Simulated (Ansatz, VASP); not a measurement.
## Two plane-wave programs on MgO

File INCAR:

```
SYSTEM = MgO
ALGO = Normal ; EDIFF = 1E-6
ENCUT = 520 ; GGA = PS
ISIF = 2 ; ISMEAR = 0
LASPH = .True. ; LCHARG = .False.
LREAL = .False. ; LWAVE = .False.
NBANDS = 36 ; NELM = 80
PREC = Accurate ; SIGMA = 0.05
```

Contents of KPOINTS:

```
k-points
0
Gamma
  9 9 2
  0 0 0
```

POSCAR

```
MgO
1.0
    2.1351500000     -2.1351500000      0.0000000000
    2.1351500000      0.0000000000     -2.1351500000
    9.1179502692      9.1179502692      9.1179502692
Mg O
6 6
Direct
    0.6666666667      0.6666666667      0.0390283258
    0.0000000000      0.0000000000      0.8195948409
    0.3333333333      0.3333333333      0.1951416288
    0.6666666667      0.6666666667      0.5073682348
    0.0000000000      0.0000000000      0.3512549318
    0.3333333333      0.3333333333      0.6634815379
    0.6666666667      0.6666666667      0.2731982803
    0.0000000000      0.0000000000      0.1170849773
    0.3333333333      0.3333333333      0.4293115833
    0.6666666667      0.6666666667      0.7415381894
    1.0000000000      1.0000000000      0.5854248863
    0.3333333333      0.3333333333      0.8976514924
```

Input for Ansatz:

```yaml
crystal:
  lattice:
    - [2.13515, -2.13515, 0.0]
    - [2.13515, 0.0, -2.13515]
    - [9.1179502692, 9.1179502692, 9.1179502692]
  atoms:
    - { symbol: Mg, position: [0.6666666667, 0.6666666667, 0.0390283258] }
    - { symbol: Mg, position: [0.0, 0.0, 0.8195948409] }
    - { symbol: Mg, position: [0.3333333333, 0.3333333333, 0.1951416288] }
    - { symbol: Mg, position: [0.6666666667, 0.6666666667, 0.5073682348] }
    - { symbol: Mg, position: [0.0, 0.0, 0.3512549318] }
    - { symbol: Mg, position: [0.3333333333, 0.3333333333, 0.6634815379] }
    - { symbol: O, position: [0.6666666667, 0.6666666667, 0.2731982803] }
    - { symbol: O, position: [0.0, 0.0, 0.1170849773] }
    - { symbol: O, position: [0.3333333333, 0.3333333333, 0.4293115833] }
    - { symbol: O, position: [0.6666666667, 0.6666666667, 0.7415381894] }
    - { symbol: O, position: [1.0, 1.0, 0.5854248863] }
    - { symbol: O, position: [0.3333333333, 0.3333333333, 0.8976514924] }
basis:
  ecutwfc: 420
kpoints:
  mp_grid: { grid: [9, 9, 2] }
hamiltonian:
  xc: pbesol
scf:
  occupations: { method: gaussian, width: 0.05 }
output:
  forces: true
  stress: true
  eigenvalues: true
```

Alike in both runs: task single point; functional PBEsol; k mesh 9 × 9 × 2; occupations gaussian, width 0.05 eV; no spin polarisation.

```csv
,VASP,Ansatz
version,VASP 6.6.1,Ansatz 0.2.0
potentials or method,"VASP PAW PBE potentials, release 64 (Mg, O), cutoff 520 eV","scalar-relativistic, plane waves, PAW"
valence electrons in the cell,48,96
```

Ansatz gave:

| Property | Result |
| --- | --- |
| gap on the k mesh at the Fermi level (eV) | none |
| pressure (GPa) | -7.5 |
| traceless stress, the component that is largest in VASP (GPa) | -4.82 |
| rms of the force components (eV/Å) | 0.722 |

Q: Estimate VASP's values.

A: gap on the k mesh at the Fermi level (eV): none; pressure (GPa): -8.0; traceless stress, the component that is largest in VASP (GPa): -4.82; rms of the force components (eV/Å): 0.720.

VASP's potentials were made for PBE, not for PBEsol. Atom by atom the forces differ by 0.004 eV/Å (rms over components). A gap of «none» marks a metal or a gap that the smearing closes. VASP's potentials hold 48 valence electrons a cell and Ansatz's 96, so a difference there can come from the potentials and not from the codes.
